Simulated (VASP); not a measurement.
# Si3N4: single point with PBE

The system is Si3N4.

```xyz
21
Lattice="6.4521 0.2464 0.2758 0.2464 6.2577 0.2387 0.2758 0.2387 5.9735" Properties=species:S:1:pos:R:3 pbc="T T T"
Si    7.4520    4.6992    4.1991
Si    2.9110    5.8935    2.7044
Si    1.2830    2.1284    1.9873
Si    5.4757    3.5918    2.0669
Si    5.5060    0.9657    3.2157
Si    3.9499    3.9598    4.8373
Si    6.2417    2.4419   -0.1964
Si    4.9963    0.3712    0.3959
Si    0.6987   -0.5653    1.1110
N     1.2643    2.7499    3.6655
N     1.7084    3.2509    0.9369
N     4.0576    0.4801    2.1709
N     0.2611    6.8339    0.5289
N     1.4102    0.6952    2.7192
N     6.0470    5.4902    2.9222
N     4.6090    2.8076    3.3559
N     3.7224    5.1104    7.0272
N     3.8837    3.9546    6.7566
N     5.4217    1.3517    4.7537
N     2.8050    4.7867    3.7428
N     5.5903    4.2665   -0.6864
```

```
Program             : VASP 6.6.1
Task                : single point
Functional          : PBE
Potentials or basis : VASP PAW PBE potentials, release 64 (Si, N)
Cutoff              : 520 eV
k mesh              : 1 × 1 × 1, shifted
Occupations         : fermi-dirac, width 0.3447 eV
Spin                : no spin polarisation
```

```json
{
 "Pressure": "13.0 GPa",
 "Largest force": "9.747 eV/Å"
}
```

Forces on the atoms (eV/Å):
```
Si  -2.180 -1.732 -0.166
Si   2.858  3.535 -5.793
Si  -1.039  2.450  4.094
Si  -0.244 -0.631  1.254
Si  -2.994  0.508 -3.561
Si   2.587 -1.807 -3.073
Si   0.900  1.571 -3.159
Si  -9.171 -3.070 -1.210
Si   2.436 -4.824  3.771
N   -1.401  1.837  2.228
N   -1.408  0.268 -3.601
N    2.314  2.668 -2.589
N    5.241  5.023 -0.453
N   -1.072 -2.994 -1.055
N    5.039 -2.545 -0.495
N   -0.386  2.411 -0.304
N    0.254  5.618  1.248
N   -0.548 -2.744 -1.122
N   -1.168 -0.264  5.936
N   -0.813 -4.365  7.534
N    0.795 -0.913  0.517
```

Stress tensor (GPa, compression positive):
```
 10.95  -0.49   8.53
 -0.49  21.51 -12.56
  8.53 -12.56   6.57
```

Levels at points of the mesh, in eV from the Fermi level:
```
           k point  band 45  band 46  band 47  band 48  band 49  band 50  band 51  band 52
(0.25, 0.25, 0.25)    -1.26    -1.08    -0.71    -0.33     0.31     0.78     1.01     1.31
```

Wall time 48 s on 1 thread of Intel(R) Xeon(R) Platinum 8488C (Sapphire Rapids), with other jobs on the host, peak memory 0.3 GiB.

Caveat: the standard files for N, O and F lose accuracy on very short bonds; the atoms stand as in a frame of molecular dynamics.
